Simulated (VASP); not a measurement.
Write the native input for VASP 6.6.1 that does the following.

```
Task                   : single point
Functional             : PBEsol
Potentials or basis    : VASP PAW PBE potentials, release 64 (Co_sv)
Cutoff                 : 690 eV
k mesh                 : 10 × 10 × 6
Occupations            : fermi-dirac, width 0.05 eV
Spin                   : collinear spin, ferromagnetic start
Starting moments       : [2.0, 2.0] μB
Fixed moment           : 4 μB
Dipole correction      : no
Further INCAR settings : ALGO = Normal; EDIFF = 1e-06; NBANDS = 28
```

The structure of Co lies in POSCAR:

```
Co
1.0
    2.4719999032      0.0000000000      0.0000000000
   -1.2359999516      2.1408147143      0.0000000000
    0.0000000000      0.0000000000      4.0211440800
Co
2
Direct
    0.6666666667      0.3333333333      0.7500000000
    0.3333333333      0.6666666667      0.2500000000
```

These files were run (other wordings do the same):

INCAR

```
SYSTEM = Co
PREC = Accurate ; ENCUT = 690
EDIFF = 1E-6 ; ISMEAR = -1
SIGMA = 0.05 ; LREAL = .False.
LASPH = .True. ; NELM = 200
ALGO = Normal ; ISIF = 2
LWAVE = .False. ; LCHARG = .False.
ISPIN = 2 ; MAGMOM = 2 2
LORBIT = 11 ; NUPDOWN = 4.0
LMAXMIX = 4 ; GGA = PS
NBANDS = 28 ; GGA_COMPAT = .False.
```

KPOINTS

```
regular mesh
0
Gamma
  10 10 6
  0 0 0
```

Potentials or basis: VASP PAW PBE potentials, release 64 (Co_sv).

Command:

```sh
$ cat potpaw_PBE.64/Co_sv/POTCAR > POTCAR
$ mpirun -np 1 vasp_std > vasp.out
```

Results of the run:

```
Pressure                                              : 1.3 GPa
Net moment                                            : 4.00 μB per cell
Site moments                                          : Co +1.99 μB
Valence electrons inside the program's atomic spheres : Co 15.05
```

Caveat: the PAW data sets were made with another functional, which shifts forces and pressure a little; the total moment is fixed, so each spin has its own Fermi level and the state may be an excited one.

It took 71 s on 1 thread of Intel(R) Xeon(R) Platinum 8375C CPU @ 2.90GHz (Ice Lake), on a shared host, peak memory 0.21 GiB.
